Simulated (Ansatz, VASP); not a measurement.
**One calculation of GaN, two programs**

```
Ga N
1.0
     3.18000    0.00000    0.00000
    -1.59000    2.75396    0.00000
     0.00000    0.00000    5.16600
Ga N
2 2
Direct
  0.33333 0.66667 0.00000
  0.66667 0.33333 0.50000
  0.33333 0.66667 0.37500
  0.66667 0.33333 0.87500
```

Alike in both runs: task relaxation of cell and atoms; functional LDA; k mesh 12 × 12 × 4; no spin polarisation.

|  | VASP | Ansatz |
| --- | --- | --- |
| version | VASP 6.6.1 | Ansatz 0.2.0 |
| potentials or method | VASP PAW LDA potentials, release 64 (Ga_d, N), cutoff 600 eV | plane waves, PAW |
| occupations | gaussian, width 0.01 eV | fixed |
| valence electrons in the cell | 36 | 36 |

Ansatz gave:

```
relaxed volume (Å³/atom)                                     : 11.05
relaxed cell length with the largest relative difference (Å) : 5.138
```

What did VASP give for the same quantities?

Relaxed volume (Å³/atom): 11.11; relaxed cell length with the largest relative difference (Å): 5.148.

LDA's correlation is that of Perdew and Zunger in VASP and of Perdew and Wang (1992) in Ansatz.
